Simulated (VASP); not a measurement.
Wanted: the native input for a VASP 6.6.1 run.

- Task: single point
- Functional: PBEsol
- Potentials or basis: VASP PAW PBE potentials, release 64 (Sc_sv, Al)
- Cutoff: 520 eV
- k mesh: 8 × 8 × 8
- Occupations: gaussian, width 0.1 eV
- Spin: no spin polarisation
- Dipole correction: no
- Further INCAR settings: ALGO = Fast; EDIFF = 1e-06; NBANDS = 26

The structure of ScAl2 lies in POSCAR:

```
ScAl2
1.0
    0.0000000000      3.6334320410      3.6334320410
    3.6334320410      0.0000000000      3.6334320410
    3.6334320410      3.6334320410      0.0000000000
Sc Al
2 4
Direct
    0.5000000000      0.5000000000      0.5000000000
    0.7500000000      0.7500000000      0.7500000000
    0.1250000000      0.1250000000      0.1250000000
    0.6250000000      0.1250000000      0.1250000000
    0.1250000000      0.6250000000      0.1250000000
    0.1250000000      0.1250000000      0.6250000000
```

The input as run:

INCAR

```
PREC = Accurate
ENCUT = 520
EDIFF = 1E-6
ISMEAR = 0
SIGMA = 0.1
LREAL = F
LASPH = T
NELM = 60
ALGO = Fast
ISIF = 2
LWAVE = F
LCHARG = T
GGA = PS
LELF = T
LVHAR = T
NBANDS = 26
```

KPOINTS

```
regular mesh
0
Gamma
  8 8 8
```

Potentials or basis: VASP PAW PBE potentials, release 64 (Sc_sv, Al).

Run with:

```bash
$ cat potpaw_PBE.64/Sc_sv/POTCAR potpaw_PBE.64/Al/POTCAR > POTCAR
$ mpirun -np 1 vasp_std > vasp.out
```

Results of the run:

```json
{
 "Pressure": "12.2 GPa",
 "Band gap on the k mesh": "zero (bands 17 and 18 overlap by 2.61 eV)"
}
```

Caveat: the cell stands under pressure; the PAW data sets were made with another functional, which shifts forces and pressure a little.

It took 73 s on 1 thread of AMD EPYC 9R45 96-Core Processor (Zen 5), on a shared host, peak memory 0.23 GiB.
